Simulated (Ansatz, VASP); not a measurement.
**One calculation of Cs2B4H, two programs**

File INCAR:

```
SYSTEM = Cs2B4H
PREC = Accurate ; ENCUT = 600
EDIFF = 1E-7 ; ISMEAR = 0
SIGMA = 0.1 ; LREAL = .False.
LASPH = .True. ; NELM = 100
ALGO = Normal ; ISIF = 3
LWAVE = .False. ; LCHARG = .False.
GGA = PE ; IBRION = 2
NSW = 100 ; EDIFFG = -0.01
```

The input KPOINTS:

```
Automatic mesh
0
Gamma
  12 12 4
  0 0 0
```

POSCAR

```
Cs2B4H
1.0
    3.1113265183      0.0000000000      0.0000000000
    0.0000000000      3.1113265183      0.0000000000
    0.0000000000      0.0000000000     12.9531975358
Cs B H
2 4 1
Direct
    0.5000000000      0.5000000000      0.5000000000
    0.0000000000      0.0000000000      0.0000000000
    0.5000000000      0.5000000000      0.7418805335
    0.5000000000      0.5000000000      0.2581194665
    0.0000000000      0.0000000000      0.7346859815
    0.0000000000      0.0000000000      0.2653140185
    0.5000000000      0.5000000000      0.0000000000
```

Input for Ansatz:

```yaml
crystal:
  lattice:
    - [3.1113265183, 0.0, 0.0]
    - [0.0, 3.1113265183, 0.0]
    - [0.0, 0.0, 12.9531975358]
  atoms:
    - { symbol: Cs, position: [0.5, 0.5, 0.5] }
    - { symbol: Cs, position: [0.0, 0.0, 0.0] }
    - { symbol: B, position: [0.5, 0.5, 0.7418805335] }
    - { symbol: B, position: [0.5, 0.5, 0.2581194665] }
    - { symbol: B, position: [0.0, 0.0, 0.7346859815] }
    - { symbol: B, position: [0.0, 0.0, 0.2653140185] }
    - { symbol: H, position: [0.5, 0.5, 0.0] }
basis:
  ecutwfc: 420
kpoints:
  mp_grid: { grid: [12, 12, 4] }
hamiltonian:
  xc: pbe
scf:
  occupations: { method: gaussian, width: 0.1 }
output:
  forces: true
  stress: true
  eigenvalues: true
relax:
  adjacent_minimum: "off"
  f_tol: 0.01
  max_steps: 80
  cell: { stress_tol: 0.05 }
```

Alike in both runs: task relaxation of cell and atoms; functional PBE; k mesh 12 × 12 × 4; occupations gaussian, width 0.1 eV; no spin polarisation.

```csv
,VASP,Ansatz
version,VASP 6.6.1,Ansatz 0.2.0
potentials or method,"VASP PAW PBE potentials, release 64 (Cs_sv, B, H), cutoff 600 eV","scalar-relativistic, plane waves, PAW"
valence electrons in the cell,31,31
```

VASP gave:

| Quantity | Value |
| --- | --- |
| gap on the k mesh at the Fermi level, each at its own relaxed structure (eV) | none |
| relaxed volume (Å³/atom) | 17.98 |
| relaxed length of the cell vector where the two differ most in proportion (Å) | 3.114 |

Q: Which values does Ansatz return?

A: gap on the k mesh at the Fermi level, each at its own relaxed structure (eV): none; relaxed volume (Å³/atom): 17.81; relaxed length of the cell vector where the two differ most in proportion (Å): 3.102.

A gap of «none» marks a metal or a gap that the smearing closes.

Spin-orbit coupling is off throughout.
